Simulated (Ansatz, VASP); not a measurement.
## BP: VASP beside Ansatz

File POSCAR:

```
BP
1.0
    0.0000000000      2.0699100508      2.0699100508
    2.0699100508      0.0000000000      2.0699100508
    2.0699100508      2.0699100508      0.0000000000
B P
1 1
Direct
    0.0000000000      0.0000000000      0.0000000000
    0.5000000000      0.5000000000      0.5000000000
```

File INCAR.step1:

```
SYSTEM = BP
ALGO = Normal ; EDIFF = 1E-4
ENCUT = 520 ; GGA = PE
ISMEAR = -1 ; LASPH = .TRUE.
LCHARG = .FALSE. ; LREAL = .FALSE.
LWAVE = .TRUE. ; NBANDS = 11
NELM = 100 ; PREC = Accurate
SIGMA = 0.1
```

File INCAR.step2:

```
SYSTEM = BP
ALGO = Normal ; EDIFF = 1E-6
ENCUT = 520 ; ISIF = 2
ISMEAR = -1 ; ISTART = 1
LASPH = .TRUE. ; LCHARG = .FALSE.
LMIXTAU = .TRUE. ; LREAL = .FALSE.
LWAVE = .FALSE. ; METAGGA = R2SCAN
NBANDS = 11 ; NELM = 100
PREC = Accurate ; SIGMA = 0.1
```

Contents of KPOINTS:

```
k-points
0
G
  17 17 17
  0 0 0
```

Input for Ansatz:

```yaml
crystal:
  lattice:
    - [0.0, 2.0699100508, 2.0699100508]
    - [2.0699100508, 0.0, 2.0699100508]
    - [2.0699100508, 2.0699100508, 0.0]
  atoms:
    - { symbol: B, position: [0.0, 0.0, 0.0] }
    - { symbol: P, position: [0.5, 0.5, 0.5] }
kpoints:
  mp_grid: { grid: [17, 17, 17] }
scf:
  occupations: { method: fermi_dirac, width: 0.1 }
hamiltonian:
  xc: r2scan
  pseudopotentials: { kind: paw }
output:
  forces: true
  stress: true
  eigenvalues: true
  populations: true
```

Change from the starting cell: volume scaled by 0.88, PAW files.

Alike in both runs: task single point; functional r2SCAN; k mesh 17 × 17 × 17; occupations fermi-dirac, width 0.1 eV; no spin polarisation.

|  | VASP | Ansatz |
| --- | --- | --- |
| version | VASP 6.6.1 | Ansatz 0.2.0 |
| potentials or method | VASP PAW PBE potentials, release 64 (B, P) | PAW with Ansatz's default frozen-core files, scalar-relativistic |
| plane-wave cutoff (eV) | 520 | 500 |
| valence electrons in the cell | 8 | 8 |

Ansatz gave:

```
pressure (GPa) : 25.8
```

Problem. Which values does VASP return?

Solution. Pressure (GPa): 25.2.

VASP's potentials were made for PBE, not for r2SCAN. The functional is the same, so the differences come from potentials, cutoffs and numerics.
